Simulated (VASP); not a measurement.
**ZnO: single point with PBE**

ZnO:

```
Zn O
1.0
     3.18298    0.00000    0.00000
    -1.59149    2.75654    0.00000
     0.00000    0.00000    5.09944
Zn O
2 2
Direct
  0.33333 0.66667 0.50000
  0.66667 0.33333 0.00000
  0.66667 0.33333 0.37901
  0.33333 0.66667 0.87901
```

| Property | Result |
| --- | --- |
| Program | VASP 6.6.1 |
| Task | single point |
| Functional | PBE |
| Potentials or basis | VASP PAW PBE potentials, release 64 (Zn, O) |
| Cutoff | 520 eV |
| k mesh | 12 × 12 × 4 |
| Occupations | gaussian, width 0.01 eV |
| Spin | no spin polarisation |
| Dipole correction | no |
| Further INCAR settings | ALGO = Normal; EDIFF = 1e-06; NBANDS = 26 |

```json
{
 "Pressure": "17.0 GPa",
 "Largest force": "0.098 eV/Å",
 "Band gap on the k mesh": "0.88 eV"
}
```

Forces in eV/Å, atoms in the order of the input:
```
Zn   0.000  0.000 -0.098
Zn   0.000  0.000 -0.098
O    0.000  0.000  0.098
O    0.000  0.000  0.098
```

Stress tensor (GPa, compression positive):
```
16.27  0.00  0.00
 0.00 16.27  0.00
 0.00  0.00 18.38
```

Levels at points of the mesh, in eV from the valence-band top:
```csv
k point,band 16,band 17,band 18,band 19,band 20,band 21
"(0.00, 0.00, 0.00)",-0.09,0.00,0.00,0.88,5.44,8.47
"(0.50, 0.00, 0.00)",-2.49,-1.38,-0.91,6.04,6.93,7.69
"(0.00, 0.00, 0.50)",-0.44,-0.44,-0.44,3.61,3.61,10.37
"(0.50, 0.00, 0.50)",-1.64,-1.47,-1.47,5.82,5.82,8.78
```

Wall time 76 s on 1 thread of AMD EPYC 7R13 (shared host), peak memory 0.16 GiB.

Caveat: the cell stands under pressure. A hybrid or GW would open this gap; PBE tends to underestimate it.
